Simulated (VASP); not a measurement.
Set up this calculation in VASP 6.6.1, as the native input.

| Quantity | Value |
| --- | --- |
| Task | single point |
| Functional | PBEsol |
| Potentials or basis | VASP PAW PBE potentials, release 64 (Ga_d, P) |
| Cutoff | 520 eV |
| k mesh | 12 × 12 × 12 |
| Occupations | methfessel-paxton, width 0.1 eV |
| Spin | no spin polarisation |
| Dipole correction | no |
| Further INCAR settings | ALGO = Normal; EDIFF = 1e-07; NBANDS = 26 |

The structure of GaP lies in POSCAR:

```
GaP
1.0
    1.9430151755      1.1218003346      6.5433492771
   -1.9430151755      1.1218003346      6.5433492771
    0.0000000000     -2.2436006692      6.5433492771
Ga P
2 2
Direct
    0.4353720000      0.4353720000      0.4353720000
    0.5646280000      0.5646280000      0.5646280000
    0.0573890000      0.0573890000      0.0573890000
    0.9426110000      0.9426110000      0.9426110000
```

This cell differs from its parent crystal: strain +0.0175 x Voigt [0, 0, 1, 0, 0, 0].

One way to write it, as run:

INCAR

```
SYSTEM = GaP
ALGO = Normal
EDIFF = 1E-7
ENCUT = 520
GGA = PS
ISIF = 2
ISMEAR = 1
LASPH = .TRUE.
LCHARG = .FALSE.
LREAL = .FALSE.
LWAVE = .FALSE.
NBANDS = 26
NELM = 80
PREC = Accurate
SIGMA = 0.1
```

KPOINTS

```
k-points
0
G
  12 12 12
  0 0 0
```

Potentials or basis: VASP PAW PBE potentials, release 64 (Ga_d, P).

Launch:

```console
$ cat potpaw_PBE.64/Ga_d/POTCAR potpaw_PBE.64/P/POTCAR > POTCAR
$ mpirun -np 1 vasp_std > vasp.out
```

It gave:

| Item | Value |
| --- | --- |
| Pressure | -4.1 GPa |
| Largest force | 0.141 eV/Å |
| Band gap on the k mesh | 0.65 eV (least direct gap 1.09 eV) |

Caveat: the cell differs from its parent crystal (strain +0.0175 x Voigt [0, 0, 1, 0, 0, 0]); the cell stands under tension; the PAW data sets were made with another functional, which shifts forces and pressure a little.

It took 16 min on 1 thread of Intel(R) Xeon(R) Platinum 8488C (Sapphire Rapids), with other jobs on the host, peak memory 0.62 GiB.
